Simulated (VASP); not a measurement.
**InP: single point with LDA**

InP:

```
CELL_PARAMETERS angstrom
0.00000 2.64763 3.17614
3.17614 0.00000 3.17614
3.17614 2.64763 0.00000
ATOMIC_POSITIONS crystal
In 0.00000 0.00000 0.00000
P 0.75000 0.75000 0.75000
```

- Program: VASP 6.6.1
- Task: single point
- Functional: LDA
- Potentials or basis: VASP PAW LDA potentials, release 64 (In_d, P)
- Cutoff: 520 eV
- k mesh: 12 × 12 × 12
- Occupations: gaussian, width 0.05 eV
- Spin: no spin polarisation

```
Pressure               : -5.2 GPa
Band gap on the k mesh : 0.21 eV (least direct gap 0.34 eV)
```

Stress tensor (GPa, compression positive):
```
-7.16  0.00  0.00
 0.00 -1.18  0.00
 0.00  0.00 -7.16
```

Levels at points of the mesh, in eV from the valence-band top:
```
           k point  band 6  band 7  band 8  band 9  band 10  band 11  band 12  band 13
(0.00, 0.00, 0.00)  -11.27   -0.42   -0.42   -0.14     0.21     3.75     4.06     4.06
(0.50, 0.00, 0.00)   -9.72   -5.65   -1.55   -0.62     0.67     3.99     5.38     6.80
(0.50, 0.50, 0.00)   -9.32   -6.07   -1.95   -1.86     1.86     2.52     7.68     7.68
(0.50, 0.00, 0.50)   -8.80   -5.05   -2.90   -2.90     0.93     1.08     8.73     8.73
```

Wall time 68 s on 1 thread of AMD EPYC 9R45 96-Core Processor (Zen 5) (shared host), peak memory 0.23 GiB.

Caveat: the stress differs along the axes, from -7 to -1 GPa; semilocal functionals underestimate gaps, and a narrow one can read as zero; spin-orbit coupling is left out, which moves the levels of the heavy elements. A k mesh can miss the band edges.
